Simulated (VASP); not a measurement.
Write the native input for VASP 6.6.1 that does the following.

| Property | Result |
| --- | --- |
| Task | single point |
| Functional | PBE |
| Potentials or basis | VASP PAW PBE potentials, release 64 (Co) |
| Cutoff | 520 eV |
| k mesh | 19 × 19 × 10 |
| Occupations | fermi-dirac, width 0.05 eV |
| Spin | collinear spin, ferromagnetic start |
| Starting moments | [2.0, 2.0] μB |
| Dipole correction | no |
| k mesh for the DOS | 29 × 29 × 15 |
| Occupations for the DOS | tetrahedron |
| Further INCAR settings | ALGO = Normal; EDIFF = 1e-06 |

Crystal: Co.

```
Co
1.0
     2.51900    0.00000    0.00000
    -1.25950    2.18152    0.00000
     0.00000    0.00000    4.09100
Co
2
Direct
  0.33333 0.66667 0.25000
  0.66667 0.33333 0.75000
```

The input as run:

POSCAR

```
Co
1.0
    2.5190008694      0.0000000000      0.0000000000
   -1.2595004347      2.1815187451      0.0000000000
    0.0000000000      0.0000000000      4.0910000000
Co
2
Direct
    0.3333333333      0.6666666667      0.2500000000
    0.6666666667      0.3333333333      0.7500000000
```

INCAR.step1

```
SYSTEM = Co
ALGO     = Normal         ! electronic algorithm
EDIFF    = 1E-6           ! SCF threshold, eV
ENCUT    = 520            ! plane-wave cutoff, eV
GGA      = PE             ! functional
ISIF     = 2              ! what is computed and relaxed
ISMEAR   = -1             ! smearing method
ISPIN    = 2              ! spin polarisation
LASPH    = .TRUE.         ! aspherical terms in the spheres
LCHARG   = .TRUE.         ! write CHGCAR
LMAXMIX  = 4              ! l up to which the mixer works
LREAL    = .FALSE.        ! projectors in reciprocal space
LWAVE    = .FALSE.        ! write WAVECAR
MAGMOM   = 2 2            ! initial moments
NBANDS   = 20             ! bands
NELM     = 150            ! most SCF steps
PREC     = Accurate       ! precision mode
SIGMA    = 0.05           ! smearing width, eV
```

KPOINTS.step1

```
k-points
0
G
  19 19 10
  0 0 0
```

INCAR.step2

```
SYSTEM = Co
ALGO     = Normal         ! electronic algorithm
EDIFF    = 1E-6           ! SCF threshold, eV
ENCUT    = 520            ! plane-wave cutoff, eV
GGA      = PE             ! functional
ICHARG   = 11             ! starting density
ISIF     = 2              ! what is computed and relaxed
ISMEAR   = -5             ! smearing method
ISPIN    = 2              ! spin polarisation
LASPH    = .TRUE.         ! aspherical terms in the spheres
LCHARG   = .FALSE.        ! write CHGCAR
LMAXMIX  = 4              ! l up to which the mixer works
LORBIT   = 10             ! projections on sites
LREAL    = .FALSE.        ! projectors in reciprocal space
LWAVE    = .FALSE.        ! write WAVECAR
MAGMOM   = 2 2            ! initial moments
NEDOS    = 2001           ! points of the DOS
NELM     = 150            ! most SCF steps
PREC     = Accurate       ! precision mode
SIGMA    = 0.05           ! smearing width, eV
```

KPOINTS.step2

```
k-points
0
G
  29 29 15
  0 0 0
```

Potentials or basis: VASP PAW PBE potentials, release 64 (Co).

Run with:

```bash
$ cat potpaw_PBE.64/Co/POTCAR > POTCAR
$ cp INCAR.step1 INCAR
$ cp KPOINTS.step1 KPOINTS
$ mpirun -np 1 vasp_std > vasp.out
$ cp INCAR.step2 INCAR
$ cp KPOINTS.step2 KPOINTS
$ mpirun -np 1 vasp_std > vasp.out
```

Results of the run:

```json
{"Net moment": "3.27 μB per cell", "Site moments": "Co +1.65 μB", "Valence electrons inside the program's atomic spheres": "Co 8.21"}
```

Wall time 3.3 min on 1 thread of AMD EPYC 9R45 96-Core Processor (Zen 5) (shared host), peak memory 0.43 GiB.
